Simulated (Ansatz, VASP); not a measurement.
# One calculation of NaF, two programs

```xyz
2
Lattice="0.0000 2.2740 2.2740 2.2740 0.0000 2.2740 2.2740 2.2740 0.0000" Properties=species:S:1:pos:R:3 pbc="T T T"
Na    0.0000    0.0000    0.0000
F     2.2740    2.2740    2.2740
```

Alike in both runs: task single point; functional r2SCAN; k mesh 8 × 8 × 8; no spin polarisation.

|  | VASP | Ansatz |
| --- | --- | --- |
| version | VASP 6.6.1 | Ansatz 0.2.0 |
| potentials or method | VASP PAW PBE potentials, release 64 (Na_pv, F) | plane waves, PAW |
| plane-wave cutoff (eV) | 520 | 500 |
| occupations | gaussian, width 0.01 eV | fixed |
| valence electrons in the cell | 14 | 16 |

Ansatz gave:

- gap on the k mesh at the Fermi level (eV): 7.46
- pressure (GPa): 1.8

What did VASP give for the same quantities?

gap on the k mesh at the Fermi level (eV): 7.50; pressure (GPa): 1.0.

VASP's potentials were made for PBE, not for r2SCAN. VASP's potentials hold 14 valence electrons a cell and Ansatz's 16, so a difference there can come from the potentials and not from the codes.
